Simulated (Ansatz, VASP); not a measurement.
# TiC in VASP and in Ansatz

```
CELL_PARAMETERS angstrom
0.00000 2.16500 2.16500
2.16500 0.00000 2.16500
2.16500 2.16500 0.00000
ATOMIC_POSITIONS crystal
Ti 0.00800 0.00800 0.00800
C 0.50000 0.50000 0.50000
```

Alike in both runs: task single point; functional HSE06; k mesh 4 × 4 × 4; occupations fermi-dirac, width 0.1 eV; no spin polarisation.

|  | VASP | Ansatz |
| --- | --- | --- |
| version | VASP 6.6.1 | Ansatz 0.2.0 development build |
| potentials or method | VASP PAW PBE potentials, release 64 (Ti_sv, C) | plane waves, PAW datasets (generated soft set 1) |
| plane-wave cutoff (eV) | 520 | 420 |
| valence electrons in the cell | 16 | 16 |

Ansatz gave:

```
rms of the force components (eV/Å) : 0.045
```

Problem. Estimate VASP's values.

Solution. rms of the force components (eV/Å): 0.044.

Atom by atom the forces differ by 0.001 eV/Å (rms over components). Ansatz's warnings: filled band counts differ across k points, stress exchange threshold loose, stress scf threshold loose.

The k mesh is coarse, so the values compare programs but aren't converged.
